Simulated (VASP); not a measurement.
Runs of VASP 6.6.1 on NaI. The structure is that of space group Fm-3m (No. 225), or close to it. The cells are those of the table. 

```tsv
task	level	cell	cutoff (eV)	gap on the mesh (eV)	pressure (GPa)	relaxed volume (Å³/atom)
single point	r2SCAN+rVV10	a = 4.521 Å, angles 60.0°, 2 atoms	520	(a)	0.0	-
relaxation of cell and atoms	PBE+D3(BJ)	relaxed from a = 4.577 Å, angles 60.0°, 2 atoms	600	4.07	0.0	32.26
single point	PBE	a = 4.616 Å, angles 60.0°, 2 atoms	520	3.84	0.0	-
relaxation of cell and atoms	PBE	relaxed from a = 4.577 Å, angles 60.0°, 2 atoms	600	3.84	0.0	34.78
single point	PBE+D3(BJ)	a = 4.496 Å, angles 60.0°, 2 atoms	520	(b)	0.0	-
```

Alike in all rows: potentials or basis VASP PAW PBE potentials, release 64 (Na_pv, I); no spin polarisation; k mesh 6 × 6 × 6, shifted; smearing gaussian 0.01 eV.

Fill in the values left out.

(a) 4.76; (b) 4.08.

Caveats: spin-orbit coupling is left out, which moves the levels of the heavy elements; a shifted mesh leaves out Γ, where band edges can lie; the PAW data sets were made with another functional, which shifts forces and pressure a little (at least some runs).

A k mesh can miss the band edges, and the runs leave out spin-orbit coupling on I.
